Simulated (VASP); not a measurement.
# BAs (I-4m2) in VASP: further runs

The runs below take BAs through single point, with r2SCAN.

Program: VASP 6.6.1. These are calculated values, not measurements. Logs are shortened: lines on timing, memory, paths and dates and some standing lists are left out, and cuts for length are marked.

## 1. The cell of the first run

It takes space group I-4m2 (No. 119, tetragonal). Conventional cell: a = 3.648 Å, b = 3.648 Å, c = 4.586 Å, α = 90.00°, β = 90.00°, γ = 90.00°. B (site symmetry -4m2) has 4 As at 2.15 Å within 2.9 Å. Within 2.9 Å of As (site symmetry -4m2) lie 4 B at 2.15 Å.

## 2. Single point, r2SCAN (strain +0.080 along x and y, -0.040 along z)

Input file POSCAR:

```
BAs
1.0
    0.0000000000      2.5795800000      2.2929600000
    2.5795800000      0.0000000000      2.2929600000
    2.5795800000      2.5795800000      0.0000000000
B As
1 1
Direct
    0.0000000000      0.0000000000      0.0000000000
    0.7500000000      0.7500000000      0.7500000000
```

Input file INCAR.step1:

```
PREC = Accurate
ENCUT = 520
ISMEAR = 0
SIGMA = 0.05
LREAL = False
LASPH = True
NELM = 60
NBANDS = 11
GGA = PE
ALGO = Normal
EDIFF = 1E-4
LWAVE = True
LCHARG = False
```

Input file INCAR.step2:

```
PREC = Accurate
ENCUT = 520
EDIFF = 1E-6
ISMEAR = 0
SIGMA = 0.05
LREAL = False
LASPH = True
NELM = 60
ALGO = Normal
ISIF = 2
LWAVE = False
LCHARG = True
METAGGA = R2SCAN
LMIXTAU = True
LELF = True
LVHAR = True
NBANDS = 11
ISTART = 1
```

Input file KPOINTS:

```
regular mesh
0
Gamma
  10 10 10
```

Potentials or basis: VASP PAW PBE potentials, release 64 (B, As).

On the command line:

```sh
$ cat potpaw_PBE.64/B/POTCAR potpaw_PBE.64/As/POTCAR > POTCAR
$ cp INCAR.step1 INCAR
$ mpirun -np 1 vasp_std > vasp.out
$ cp INCAR.step2 INCAR
$ mpirun -np 1 vasp_std > vasp.out
```

OUTCAR:

```text
PREC = Accurate
   ENCUT = 520
   EDIFF = 1E-6
   ISMEAR = 0
   LREAL = False
   LASPH = True
   NELM = 60
   ISIF = 2
   METAGGA = R2SCAN
   ISTART = 1

 ion  position               nearest neighbor table
   1  0.000  0.000  0.000-   2 2.15   2 2.15   2 2.15   2 2.15
   2  0.750  0.750  0.750-   1 2.15   1 2.15   1 2.15   1 2.15

  LATTYP: Found a body centered tetragonal cell.
 ALAT       =     3.6480770212
 C/A-ratio  =     1.2570787221

  Lattice vectors:

 A1 = (   0.0000000000,  -2.5795800000,  -2.2929600000)
 A2 = (   0.0000000000,   2.5795800000,  -2.2929600000)
 A3 = (   2.5795800000,   0.0000000000,   2.2929600000)

Analysis of symmetry for initial positions (statically):
=====================================================================
 Subroutine PRICEL returns:
 Original cell was already a primitive cell.

 Routine SETGRP: Setting up the symmetry group for a
 body centered tetragonal supercell.

 Subroutine GETGRP returns: Found  8 space group operations
 (whereof  8 operations were pure point group operations)
 out of a pool of 16 trial point group operations.

The static configuration has the point symmetry D_2d.

Analysis of symmetry for dynamics (positions and initial velocities):
=====================================================================
 Subroutine PRICEL returns:
 Original cell was already a primitive cell.

 Routine SETGRP: Setting up the symmetry group for a
 body centered tetragonal supercell.

 Subroutine GETGRP returns: Found  8 space group operations
 (whereof  8 operations were pure point group operations)
 out of a pool of 16 trial point group operations.

The dynamic configuration has the point symmetry D_2d.

 Subroutine INISYM returns: Found  8 space group operations
 (whereof  8 operations are pure point group operations),
 and found     1 'primitive' translations

----------------------------------------------------------------------------------------

                                     Primitive cell

  volume of cell :      30.5158

  direct lattice vectors                    reciprocal lattice vectors
     0.000000000  2.579580000  2.292960000    -0.193830003  0.193830003  0.218058754
     2.579580000  0.000000000  2.292960000     0.193830003 -0.193830003  0.218058754
     2.579580000  2.579580000  0.000000000     0.193830003  0.193830003 -0.218058754

  length of vectors
     3.451361838  3.451361838  3.648077021     0.350270981  0.350270981  0.350270981

  position of ions in fractional coordinates (direct lattice)
     0.000000000  0.000000000  0.000000000
[... 88 lines left out ...]
   PSTRESS=    0.0 pullay stress
   NELECT =       8.0000    total number of electrons
   NUPDOWN=      -1.0000    fix difference up-down
   EMIN   =  10.00;   EMAX   =-10.00  energy-range for DOS
   EFERMI =   0.00;   METHOD = LEGACY
   ISMEAR =     0;   SIGMA  =   0.05  broadening in eV -4-tet -1-fermi 0-gaus
   EFERMI_NEDOS =   21; number of points for ismear=-14 and -15
   IALGO  =     38    algorithm
   IMIX   =      4    mixing-type and parameters
     AMIX     =   0.40;   BMIX     =  1.00
     AMIX_MAG =   1.60;   BMIX_MAG =  1.00
  volume/ion in A,a.u.               =      15.26       102.97
  Fermi-wavevector in a.u.,A,eV,Ry     =   1.047764  1.979986 14.936594  1.097809
  Thomas-Fermi vector in A             =   2.182657
   LORBIT       =      0    0 simple, 1 ext, 2 COOP (PROOUT), +10 PAW based schemes
   METAGGA = R2SCAN    functional components
   LHFCALC =     F    Hartree Fock is set to
   AEXX    =    0.0000 exact exchange contribution
   IVDW    =     0    specifies the selected vdW correction
   LEPSILON=     F    determine dielectric tensor
   LRPA    =     F    only Hartree local field effects (RPA)
 non-spin polarized calculation
 Gauss-broadening in eV      SIGMA  =   0.05
  energy-cutoff  :      520.00
  volume of cell :       30.52
 maximum number of plane-waves:       837
 NGX is ok and might be reduce to    28
   NGX = 13   NGY = 13   NGZ = 13

 number of electron       8.0000001 magnetization

 Free energy of the ion-electron system (eV)
  ---------------------------------------------------
  ext. energy  EPLUGINS =         0.00000000
  ---------------------------------------------------
  free energy    TOTEN  =       -21.97199678 eV

  energy without entropy =      -21.97194035  energy(sigma->0) =      -21.97196857

 E-fermi :   5.3488     XC(G=0): -10.6407

 val. band max:        4.9875052398   @ k =   0.1000  -0.0000   0.0000
 cond. band min:       5.3487739445   @ k =   0.4000   0.4000   0.0000
 fundamental gap:      0.3612687048
 Fermi energy:         5.3487722695

 k-point     1 :       0.0000    0.0000    0.0000
  band No.  band energies     occupation
      1     -10.2962      2.00000
      2       4.4960      2.00000
      3       4.4960      2.00000
      4       5.4887      0.00008
      5       7.6930      0.00000
      6       8.3743      0.00000
      7       8.5100      0.00000
      8       8.5100      0.00000
      9      14.7032      0.00000
     10      16.3993      0.00000
     11      18.5480      0.00000
[... 309 lines left out ...]
 k-point    24 :       0.4000    0.3000    0.0000
  band No.  band energies     occupation
      1      -7.4907      2.00000
      2      -1.2990      2.00000
      3       0.8888      2.00000
      4       0.9795      2.00000
      5       5.8309      0.00000
      6       8.0113      0.00000
      7      13.5148      0.00000
      8      13.6015      0.00000
      9      17.2960      0.00000
     10      20.1077      0.00000
     11      20.8138      0.00000

 [... further k-points ...]

------------------------ aborting loop because EDIFF is reached ----------------------------------------

  FORCE on cell =-STRESS in cart. coord.  units (eV):
  Direction    XX          YY          ZZ          XY          YZ          ZX
  --------------------------------------------------------------------------------------
  -------------------------------------------------------------------------------------
  Total       -3.5450100     -3.5450100      0.1474973      0.0000000      0.0000000      0.0000000
  in kB     -186.1245132   -186.1245132      7.7440852      0.0000000      0.0000000      0.0000000
  external PRESSURE =    -121.5016470 kB  Pullay stress =       0.0000000 kB

 VOLUME and BASIS-vectors are now :
 -----------------------------------------------------------------------------
  energy-cutoff  :      520.00
  volume of cell :       30.52
      direct lattice vectors                 reciprocal lattice vectors
     0.000000000  2.579580000  2.292960000    -0.193830003  0.193830003  0.218058754
     2.579580000  0.000000000  2.292960000     0.193830003 -0.193830003  0.218058754
     2.579580000  2.579580000  0.000000000     0.193830003  0.193830003 -0.218058754

 POSITION                                       TOTAL-FORCE (eV/Angst)
 -----------------------------------------------------------------------------------
      0.00000      0.00000      0.00000         0.000000      0.000000      0.000000
      3.86937      3.86937      3.43944        -0.000000     -0.000000     -0.000000
 -----------------------------------------------------------------------------------
    total drift:                               -0.000000     -0.000000      0.000000

  FREE ENERGIE OF THE ION-ELECTRON SYSTEM (eV)
  ---------------------------------------------------
  free  energy   TOTEN  =       -21.9719967807 eV

  energy  without entropy=      -21.9719403505  energy(sigma->0) =      -21.97196857
```

Run time: 2.9 min. Hardware: 1 thread of Intel Xeon Platinum 8259CL at 2.50GHz (Skylake/Cascade Lake), shared host; peak memory 0.18 GiB.

What came out:

* Free energy: -21.9720 eV
* Pressure: -12.2 GPa
* Band gap on the k mesh: zero (band 4 reaches 5.49 eV, above the bottom of band 5 at 5.35 eV)

Caveat: the cell differs from its parent crystal (strain +0.080 along x and y, -0.040 along z); the PAW data sets were made with another functional, which shifts forces and pressure a little.

## 3. Single point, r2SCAN (strain +0.080 along x and y, +0.000 along z)

Input file POSCAR:

```
BAs
1.0
    0.0000000000      2.5795800000      2.3885000000
    2.5795800000      0.0000000000      2.3885000000
    2.5795800000      2.5795800000      0.0000000000
B As
1 1
Direct
    0.0000000000      0.0000000000      0.0000000000
    0.7500000000      0.7500000000      0.7500000000
```

Input file INCAR.step1:

```
PREC = Accurate
ENCUT = 520
ISMEAR = 0
SIGMA = 0.05
LREAL = F
LASPH = T
NELM = 100
NBANDS = 11
GGA = PE
ALGO = Normal
EDIFF = 1E-4
LWAVE = T
LCHARG = F
```

Input file INCAR.step2:

```
PREC = Accurate
ENCUT = 520
EDIFF = 1E-6
ISMEAR = 0
SIGMA = 0.05
LREAL = F
LASPH = T
NELM = 100
ALGO = Normal
ISIF = 2
LWAVE = F
LCHARG = F
METAGGA = R2SCAN
LMIXTAU = T
NBANDS = 11
ISTART = 1
```

KPOINTS is that of step 2.

Potentials or basis: VASP PAW PBE potentials, release 64 (B, As).

On the command line:

```sh
$ cat potpaw_PBE.64/B/POTCAR potpaw_PBE.64/As/POTCAR > POTCAR
$ cp INCAR.step1 INCAR
$ mpirun -np 1 vasp_std > vasp.out
$ cp INCAR.step2 INCAR
$ mpirun -np 1 vasp_std > vasp.out
```

OUTCAR:

```text
PREC = Accurate
   ENCUT = 520
   EDIFF = 1E-6
   ISMEAR = 0
   LREAL = F
   LASPH = T
   NELM = 100
   ISIF = 2
   METAGGA = R2SCAN
   ISTART = 1

 ion  position               nearest neighbor table
   1  0.000  0.000  0.000-   2 2.18   2 2.18   2 2.18   2 2.18
   2  0.750  0.750  0.750-   1 2.18   1 2.18   1 2.18   1 2.18

  LATTYP: Found a body centered tetragonal cell.
 ALAT       =     3.6480770212
 C/A-ratio  =     1.3094570022

  Lattice vectors:

[... 514 lines left out ...]
      5       5.7772      0.00000
      6       7.6812      0.00000
      7      12.8497      0.00000
      8      13.0118      0.00000
      9      16.3715      0.00000
     10      19.6579      0.00000
     11      19.7063      0.00000

 [... further k-points ...]
[... 5 lines left out ...]
  --------------------------------------------------------------------------------------
  -------------------------------------------------------------------------------------
  Total       -3.9144514     -3.9144514     -1.3248637      0.0000000      0.0000000      0.0000000
  in kB     -197.3005258   -197.3005258    -66.7772502      0.0000000      0.0000000      0.0000000
  external PRESSURE =    -153.7927672 kB  Pullay stress =       0.0000000 kB

 VOLUME and BASIS-vectors are now :
 -----------------------------------------------------------------------------
  energy-cutoff  :      520.00
  volume of cell :       31.79
      direct lattice vectors                 reciprocal lattice vectors
     0.000000000  2.579580000  2.388500000    -0.193830003  0.193830003  0.209336404
     2.579580000  0.000000000  2.388500000     0.193830003 -0.193830003  0.209336404
     2.579580000  2.579580000  0.000000000     0.193830003  0.193830003 -0.209336404

 POSITION                                       TOTAL-FORCE (eV/Angst)
 -----------------------------------------------------------------------------------
      0.00000      0.00000      0.00000        -0.000000     -0.000000     -0.000000
      3.86937      3.86937      3.58275         0.000000      0.000000      0.000000
 -----------------------------------------------------------------------------------
    total drift:                               -0.000000     -0.000000     -0.000000

  FREE ENERGIE OF THE ION-ELECTRON SYSTEM (eV)
  ---------------------------------------------------
  free  energy   TOTEN  =       -21.9487037808 eV

  energy  without entropy=      -21.9487037807  energy(sigma->0) =      -21.94870378
```

OUTCAR.step1:

```text
PREC = Accurate
   ENCUT = 520
   ISMEAR = 0
   LREAL = F
   LASPH = T
[... 558 lines left out ...]
 -----------------------------------------------------------------------------------
      0.00000      0.00000      0.00000        -0.000000     -0.000000      0.000000
      3.86937      3.86937      3.58275         0.000000      0.000000     -0.000000
 -----------------------------------------------------------------------------------
    total drift:                               -0.000000     -0.000000      0.000000

  FREE ENERGIE OF THE ION-ELECTRON SYSTEM (eV)
  ---------------------------------------------------
  free  energy   TOTEN  =       -11.1752748645 eV

  energy  without entropy=      -11.1752748626  energy(sigma->0) =      -11.17527486
```

Run time: 2.6 min. Hardware: 1 thread of Intel Xeon Platinum 8259CL at 2.50GHz (Skylake/Cascade Lake), shared host; peak memory 0.18 GiB.

What came out:

| Item | Value |
| --- | --- |
| Free energy | -21.9487 eV |
| Pressure | -15.4 GPa |
| Band gap on the k mesh | 0.46 eV, indirect (least direct gap 2.53 eV) |

Stress tensor (GPa, compression positive):
```
-19.73   0.00   0.00
  0.00 -19.73   0.00
  0.00   0.00  -6.68
```

Levels at points of the mesh, in eV from the valence-band top:
```tsv
k point	band 1	band 2	band 3	band 4	band 5	band 6	band 7	band 8
(0.00, 0.00, 0.00)	-15.23	-0.66	-0.66	0.00	2.53	2.69	3.06	3.06
(0.50, 0.00, 0.00)	-12.74	-8.59	-2.49	-1.71	1.47	4.20	4.85	8.78
(0.50, 0.50, 0.00)	-11.24	-8.28	-4.52	-4.52	0.79	0.84	10.30	10.30
(0.50, 0.00, 0.50)	-11.72	-8.83	-3.92	-3.81	1.64	1.68	9.64	10.35
```

Caveat: the cell differs from its parent crystal (strain +0.080 along x and y, +0.000 along z); the PAW data sets were made with another functional, which shifts forces and pressure a little. A k mesh can miss the band edges.

## 4. Single point, r2SCAN (strain +0.080 along x and y, +0.040 along z)

Input file POSCAR:

```
BAs
1.0
    0.0000000000      2.5795800000      2.4840400000
    2.5795800000      0.0000000000      2.4840400000
    2.5795800000      2.5795800000      0.0000000000
B As
1 1
Direct
    0.0000000000      0.0000000000      0.0000000000
    0.7500000000      0.7500000000      0.7500000000
```

Input file INCAR.step1:

```
SYSTEM = BAs
PREC = Accurate
ENCUT = 520
ISMEAR = 0
SIGMA = 0.05
LREAL = .FALSE.
LASPH = .TRUE.
NELM = 80
NBANDS = 11
GGA = PE
ALGO = Normal
EDIFF = 1E-4
LWAVE = .TRUE.
LCHARG = .FALSE.
```

Input file INCAR.step2:

```
SYSTEM = BAs
PREC = Accurate
ENCUT = 520
EDIFF = 1E-6
ISMEAR = 0
SIGMA = 0.05
LREAL = .FALSE.
LASPH = .TRUE.
NELM = 80
ALGO = Normal
ISIF = 2
LWAVE = .FALSE.
LCHARG = .FALSE.
METAGGA = R2SCAN
LMIXTAU = .TRUE.
NBANDS = 11
ISTART = 1
```

Input file KPOINTS:

```
Automatic mesh
0
G
  10 10 10
  0 0 0
```

On the command line:

```sh
$ cat potpaw_PBE.64/B/POTCAR potpaw_PBE.64/As/POTCAR > POTCAR
$ cp INCAR.step1 INCAR
$ mpirun -np 1 vasp_std > vasp.out
$ cp INCAR.step2 INCAR
$ mpirun -np 1 vasp_std > vasp.out
```

It took 1.9 min on 1 thread of Intel Xeon Platinum 8259CL at 2.50GHz (Skylake/Cascade Lake), shared host; peak memory 0.18 GiB.

It converged, with:

```
Free energy            : -21.8679 eV
Pressure               : -17.9 GPa
Band gap on the k mesh : 1.03 eV, indirect (least direct gap 2.49 eV)
```

Stress tensor (GPa, compression positive):
```
-20.10   0.00   0.00
  0.00 -20.10   0.00
  0.00   0.00 -13.63
```

Levels at points of the mesh, in eV from the valence-band top:
| k point | band 2 | band 3 | band 4 | band 5 | band 6 | band 7 |
| --- | --- | --- | --- | --- | --- | --- |
| (0.00, 0.00, 0.00) | -0.33 | -0.33 | 0.00 | 2.49 | 2.87 | 3.12 |
| (0.50, 0.00, 0.00) | -8.13 | -2.01 | -1.63 | 1.63 | 4.50 | 4.76 |
| (0.50, 0.50, 0.00) | -8.07 | -3.94 | -3.94 | 1.32 | 1.36 | 10.15 |
| (0.50, 0.00, 0.50) | -8.32 | -3.65 | -3.60 | 1.72 | 1.76 | 9.87 |

Caveat: the cell differs from its parent crystal (strain +0.080 along x and y, +0.040 along z); the PAW data sets were made with another functional, which shifts forces and pressure a little.

## 5. The runs side by side

| cell | gap on the mesh (eV) | pressure (GPa) |
| --- | --- | --- |
| a = 3.451, b = 3.451, c = 3.648 Å, angles 58.1, 58.1, 63.8°, 2 atoms | none | -12.2 |
| a = 3.516, b = 3.516, c = 3.648 Å, angles 58.7, 58.7, 62.5°, 2 atoms | 0.46 | -15.4 |
| a = 3.581, b = 3.581, c = 3.648 Å, angles 59.4, 59.4, 61.2°, 2 atoms | 1.03 | -17.9 |

Alike in all rows: task single point; level r2SCAN; potentials or basis VASP PAW PBE potentials, release 64 (B, As); no spin polarisation; k mesh 10 × 10 × 10; cutoff (eV) 520; smearing gaussian 0.05 eV.

Caveats: the PAW data sets were made with another functional, which shifts forces and pressure a little.

Absolute energies hang on the potentials; compare differences alone.
